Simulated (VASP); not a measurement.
Wanted: the native input for a VASP 6.6.1 run.

- Task: single point
- Functional: PBE
- Potentials or basis: VASP PAW PBE potentials, release 64 (Ti_sv)
- Cutoff: 520 eV
- k mesh: 14 × 14 × 8
- Occupations: gaussian, width 0.1 eV
- Spin: no spin polarisation
- Dipole correction: no
- Further INCAR settings: ALGO = Fast; EDIFF = 1e-06; NBANDS = 19

The structure of Ti lies in POSCAR:

```
Ti
1.0
    3.1164662397     -0.0779389435     -0.0281429796
   -1.6257302248      2.7279447903      0.0663932426
   -0.0447044400      0.0959692800      4.7304232800
Ti
2
Direct
    0.3260126859      0.6795914936      0.2562462655
    0.6739873141      0.3204085064      0.7437537345
```

This cell differs from its parent crystal: atoms moved at random and the cell strained at random.

These files were run (other wordings do the same):

INCAR

```
PREC = Accurate ; ENCUT = 520
EDIFF = 1E-6 ; ISMEAR = 0
SIGMA = 0.1 ; LREAL = F
LASPH = T ; NELM = 60
ALGO = Fast ; ISIF = 2
LWAVE = F ; LCHARG = T
GGA = PE ; LELF = T
LVHAR = T ; NBANDS = 19
```

KPOINTS

```
regular mesh
0
Gamma
  14 14 8
```

Potentials or basis: VASP PAW PBE potentials, release 64 (Ti_sv).

Command:

```console
$ cat potpaw_PBE.64/Ti_sv/POTCAR > POTCAR
$ mpirun -np 1 vasp_std > vasp.out
```

It gave:

```yaml
Pressure: -11.2 GPa
Largest_force: 0.259 eV/Å
Band_gap_on_the_k_mesh: zero (bands 12 and 13 overlap by 1.08 eV)
```

Caveat: the cell differs from its parent crystal (atoms moved at random and the cell strained at random); the cell stands under tension.

Run time: 16 min on 1 thread of AMD EPYC 9R45 96-Core Processor (Zen 5) (shared host), peak memory 0.51 GiB.
